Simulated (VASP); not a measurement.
# C (I4_1/amd) in VASP: further runs, part 2 of 2

VASP 6.6.1. The steps go on from the part before.

## Step 3: Single point, HSE06 (uniaxial z strain +1.0%)

File POSCAR:

```
C
1.0
    0.0000000000      1.7801241425      1.7979253840
    1.7801241425      0.0000000000      1.7979253840
    1.7801241425      1.7801241425      0.0000000000
C
2
Direct
    0.0000000000      0.0000000000      0.0000000000
    0.2500000000      0.2500000000      0.2500000000
```

File INCAR.step1:

```
PREC     = Accurate       # precision mode
ENCUT    = 520            # plane-wave cutoff, eV
EDIFF    = 1E-5           # SCF threshold, eV
ISMEAR   = 0              # smearing method
SIGMA    = 0.01           # smearing width, eV
LREAL    = False          # projectors in reciprocal space
LASPH    = True           # aspherical terms in the spheres
NELM     = 80             # most SCF steps
ALGO     = Normal         # electronic algorithm
ISIF     = 2              # what is computed and relaxed
LWAVE    = True           # write WAVECAR
NBANDS   = 11             # bands
GGA      = PE             # functional
```

File INCAR.step2:

```
PREC     = Accurate       # precision mode
ENCUT    = 520            # plane-wave cutoff, eV
EDIFF    = 1E-6           # SCF threshold, eV
ISMEAR   = 0              # smearing method
SIGMA    = 0.01           # smearing width, eV
LREAL    = False          # projectors in reciprocal space
LASPH    = True           # aspherical terms in the spheres
NELM     = 80             # most SCF steps
ALGO     = Normal         # electronic algorithm
ISIF     = 2              # what is computed and relaxed
LWAVE    = False          # write WAVECAR
LCHARG   = True           # write CHGCAR
GGA      = PE             # functional
LHFCALC  = True           # exact exchange
HFSCREEN = 0.2079         # screening, 1/A
PRECFOCK = Normal       
LELF     = True           # ELF
LVHAR    = True         
NBANDS   = 11             # bands
ISTART   = 1
```

File KPOINTS:

```
regular mesh
0
Gamma
  8 8 8
```

Potentials or basis: VASP PAW PBE potentials, release 64 (C).

Run with:

```
> cat potpaw_PBE.64/C/POTCAR > POTCAR
> cp INCAR.step1 INCAR
> mpirun -np 1 vasp_std > vasp.out
> cp INCAR.step2 INCAR
> mpirun -np 1 vasp_std > vasp.out
```

OUTCAR:

```text
PREC = Accurate
   ENCUT = 520
   EDIFF = 1E-6
   ISMEAR = 0
   LREAL = False
   LASPH = True
   NELM = 80
   ISIF = 2
   GGA = PE
   LHFCALC = True
   HFSCREEN = 0.2079
   PRECFOCK = Normal
   ISTART = 1

 ion  position               nearest neighbor table
   1  0.000  0.000  0.000-   2 1.55   2 1.55   2 1.55   2 1.55
   2  0.250  0.250  0.250-   1 1.55   1 1.55   1 1.55   1 1.55

  LATTYP: Found a body centered tetragonal cell.
 ALAT       =     2.5174757050
 C/A-ratio  =     1.4283556981

  Lattice vectors:

 A1 = (  -1.7801241425,   0.0000000000,   1.7979253840)
 A2 = (   1.7801241425,   0.0000000000,   1.7979253840)
 A3 = (   0.0000000000,   1.7801241425,  -1.7979253840)

Analysis of symmetry for initial positions (statically):
=====================================================================
 Subroutine PRICEL returns:
 Original cell was already a primitive cell.

 Routine SETGRP: Setting up the symmetry group for a
 body centered tetragonal supercell.

 Subroutine GETGRP returns: Found 16 space group operations
 (whereof  8 operations were pure point group operations)
 out of a pool of 16 trial point group operations.

The static configuration has the point symmetry D_2d.
 The point group associated with its full space group is D_4h.

Analysis of symmetry for dynamics (positions and initial velocities):
=====================================================================
 Subroutine PRICEL returns:
 Original cell was already a primitive cell.

 Routine SETGRP: Setting up the symmetry group for a
 body centered tetragonal supercell.

 Subroutine GETGRP returns: Found 16 space group operations
 (whereof  8 operations were pure point group operations)
 out of a pool of 16 trial point group operations.

The dynamic configuration has the point symmetry D_2d.
 The point group associated with its full space group is D_4h.

 Subroutine INISYM returns: Found 16 space group operations
 (whereof  8 operations are pure point group operations),
 and found     1 'primitive' translations

----------------------------------------------------------------------------------------

                                     Primitive cell

  volume of cell :      11.3947

  direct lattice vectors                    reciprocal lattice vectors
     0.000000000  1.780124143  1.797925384    -0.280879287  0.280879287  0.278098304
     1.780124143  0.000000000  1.797925384     0.280879287 -0.280879287  0.278098304
     1.780124143  1.780124143  0.000000000     0.280879287  0.280879287 -0.278098304

  length of vectors
     2.530094395  2.530094395  2.517475705     0.484896911  0.484896911  0.484896911

  position of ions in fractional coordinates (direct lattice)
     0.000000000  0.000000000  0.000000000
     0.250000000  0.250000000  0.250000000

  ion indices of the primitive-cell ions
   primitive index   ion index
                 1           1
                 2           2

----------------------------------------------------------------------------------------

 KPOINTS: regular mesh

[... 52 lines left out ...]
   dimension x,y,z NGX =    20 NGY =   20 NGZ =   20
   dimension x,y,z NGXF=    40 NGYF=   40 NGZF=   40
   ions per type =               2
   NGX,Y,Z   is equivalent  to a cutoff of  13.14, 13.14, 13.21 a.u.
   NGXF,Y,Z  is equivalent  to a cutoff of  26.28, 26.28, 26.41 a.u.
 SYSTEM =  unknown system
   PREC   = accura    normal or accurate (medium, high low for compatibility)
   ISTART =      1    job   : 0-new  1-cont  2-samecut
   ICHARG =      0    charge: 1-file 2-atom 10-const
   ISPIN  =      1    spin polarized calculation?
   LNONCOLLINEAR =      F non collinear calculations
   LSORBIT =      F    spin-orbit coupling
   LASPH  =      T    aspherical Exc in radial PAW
   ENCUT  =  520.0 eV  38.22 Ry    6.18 a.u.   4.70  4.70  4.68*2*pi/ulx,y,z
   NELM   =     80;   NELMIN=  2; NELMDL=  0     # of ELM steps
   EDIFF  = 0.1E-05   stopping-criterion for ELM
   LREAL  =      F    real-space projection
   EDIFFG = 0.1E-04   stopping-criterion for IOM
   NSW    =      0    number of steps for IOM
   IBRION =     -1    ionic relax: 0-MD 1-quasi-New 2-CG
   NFREE  =      0    steps in history (QN), initial steepest desc. (CG)
   ISIF   =      2    stress and relaxation
   ISYM   =      3    0-nonsym 1-usesym 2-fastsym
   POTIM  = 0.5000    time-step for ionic-motion
   TEBEG  =    0.0;   TEEND  =   0.0 temperature during run
   PSTRESS=    0.0 pullay stress
   NELECT =       8.0000    total number of electrons
   NUPDOWN=      -1.0000    fix difference up-down
   EMIN   =  10.00;   EMAX   =-10.00  energy-range for DOS
   EFERMI =   0.00;   METHOD = LEGACY
   ISMEAR =     0;   SIGMA  =   0.01  broadening in eV -4-tet -1-fermi 0-gaus
   EFERMI_NEDOS =   21; number of points for ismear=-14 and -15
   IALGO  =     38    algorithm
   IMIX   =      1    mixing-type and parameters
     AMIX     =   0.40;   BMIX     =  1.00
     AMIX_MAG =   1.60;   BMIX_MAG =  1.00
  volume/ion in A,a.u.               =       5.70        38.45
  Fermi-wavevector in a.u.,A,eV,Ry     =   1.455026  2.749600 28.804902  2.117101
  Thomas-Fermi vector in A             =   2.572108
   LORBIT       =      0    0 simple, 1 ext, 2 COOP (PROOUT), +10 PAW based schemes
   GGA     = PE    functional components
   LHFCALC =     T    Hartree Fock is set to
   PRECFOCK=normal    Normal, Fast or Accurate (Low or Medium for compatibility)
   ENCUT4O =  -1.0   cutoff for four orbital integrals eV
   NKREDX  =     1    reduce k-point grid by
   NKREDY  =     1    reduce k-point grid by
   NKREDZ  =     1    reduce k-point grid by
   AEXX    =    0.2500 exact exchange contribution
   HFSCREEN=    0.2079 screening length (either q_TF or 0.3 A-1)
   HFSCREENC=   0.2079 screening length for correlation (either q_TF or 0.3 A-1)
   ENCUTFOCK=  -1.0 apply spherical cutoff to Coloumb kernel
   IVDW    =     0    specifies the selected vdW correction
   LEPSILON=     F    determine dielectric tensor
   LRPA    =     F    only Hartree local field effects (RPA)
 non-spin polarized calculation
 Gauss-broadening in eV      SIGMA  =   0.01
  energy-cutoff  :      520.00
  volume of cell :       11.39
 maximum number of plane-waves:       322
  NGX = 16; NGY = 16; NGZ = 16

 number of electron       7.9999999 magnetization

 Free energy of the ion-electron system (eV)
  ---------------------------------------------------
  ext. energy  EPLUGINS =         0.00000000
  ---------------------------------------------------
  free energy    TOTEN  =       -21.04370531 eV

  energy without entropy =      -21.04370531  energy(sigma->0) =      -21.04370531

 E-fermi :   9.1606     XC(G=0): -10.8063

 val. band max:        9.1019304433   @ k =   0.0000   0.0000   0.0000
 cond. band min:      14.2349574174   @ k =   0.3750   0.0000   0.3750
 fundamental gap:      5.1330269741
 Fermi energy:         9.1606005468

 k-point     1 :       0.0000    0.0000    0.0000
  band No.  band energies     occupation
      1     -14.4237      2.00000
      2       8.9431      2.00000
      3       9.1019      2.00000
      4       9.1019      2.00000
      5      15.9644      0.00000
      6      15.9644      0.00000
      7      16.0913      0.00000
      8      24.2000      0.00000
      9      29.8330      0.00000
     10      37.0107      0.00000
     11      37.5629      0.00000
[... 309 lines left out ...]
 k-point    24 :       0.3750    0.0000    0.1250
  band No.  band energies     occupation
      1     -10.7561      2.00000
      2      -0.9317      2.00000
      3       5.1849      2.00000
      4       5.6224      2.00000
      5      17.3960      0.00000
      6      20.6379      0.00000
      7      20.9448      0.00000
      8      24.2227      0.00000
      9      32.0261      0.00000
     10      32.9564      0.00000
     11      37.1105      0.00000

 [... further k-points ...]

------------------------ aborting loop because EDIFF is reached ----------------------------------------

  FORCE on cell =-STRESS in cart. coord.  units (eV):
  Direction    XX          YY          ZZ          XY          YZ          ZX
  --------------------------------------------------------------------------------------
  -------------------------------------------------------------------------------------
  Total       -0.4279654     -0.4279654     -1.1255129      0.0000000     -0.0000000      0.0000000
  in kB      -60.1751238    -60.1751238   -158.2555022      0.0000000     -0.0000000      0.0000000
  external PRESSURE =     -92.8685833 kB  Pullay stress =       0.0000000 kB

 VOLUME and BASIS-vectors are now :
 -----------------------------------------------------------------------------
  energy-cutoff  :      520.00
  volume of cell :       11.39
      direct lattice vectors                 reciprocal lattice vectors
     0.000000000  1.780124143  1.797925384    -0.280879287  0.280879287  0.278098304
     1.780124143  0.000000000  1.797925384     0.280879287 -0.280879287  0.278098304
     1.780124143  1.780124143  0.000000000     0.280879287  0.280879287 -0.278098304

 POSITION                                       TOTAL-FORCE (eV/Angst)
 -----------------------------------------------------------------------------------
      0.00000      0.00000      0.00000         0.000000      0.000000      0.000000
      0.89006      0.89006      0.89896        -0.000000     -0.000000     -0.000000
 -----------------------------------------------------------------------------------
    total drift:                                0.000000      0.000000     -0.000000

  FREE ENERGIE OF THE ION-ELECTRON SYSTEM (eV)
  ---------------------------------------------------
  free  energy   TOTEN  =       -21.0437053117 eV

  energy  without entropy=      -21.0437053117  energy(sigma->0) =      -21.04370531
```

Run time: 34 min. Hardware: 1 thread of Intel Xeon 8259CL, shared host; peak memory 0.23 GiB.

What came out:

- Free energy: -21.0437 eV
- Pressure: -9.3 GPa
- Band gap on the k mesh: 5.13 eV (least direct gap 6.86 eV)

Caveat: the cell differs from its parent crystal (uniaxial z strain +1.0%); the cell stands under tension; the PAW data sets were made with another functional, which shifts forces and pressure a little. A k mesh can miss the band edges.
